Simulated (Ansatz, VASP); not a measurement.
## Two plane-wave programs on AlCo

```
CELL_PARAMETERS angstrom
2.82259 0.00000 0.00000
0.00000 2.82259 0.00000
0.00000 0.00000 2.82259
ATOMIC_POSITIONS crystal
Al 0.00000 0.00000 0.00000
Co 0.50000 0.50000 0.50000
```

Alike in both runs: functional PBEsol; k mesh 14 × 14 × 14; occupations gaussian, width 0.1 eV; no spin polarisation.

Ansatz relaxed the structure, and its values are those at the end. VASP's run is a single point on that final structure, the one shown.

|  | VASP | Ansatz |
| --- | --- | --- |
| version | VASP 6.6.1 | Ansatz 0.2.0 |
| potentials or method | VASP PAW PBE potentials, release 64 (Al, Co), cutoff 520 eV | scalar-relativistic, plane waves, PAW |
| valence electrons in the cell | 12 | 20 |

VASP gave:

```
gap on the k mesh at the Fermi level (eV) : none
pressure (GPa)                            : 0.1
```

**Question.** Estimate Ansatz's values.

**Answer.** gap on the k mesh at the Fermi level (eV): none; pressure (GPa): 0.0.

VASP's potentials were made for PBE, not for PBEsol. A gap of «none» marks a metal or a gap that the smearing closes. With one functional, cell and mesh, what is left measures potentials, basis and numerics. VASP's potentials hold 12 valence electrons a cell and Ansatz's 20, so a difference there can come from the potentials and not from the codes.
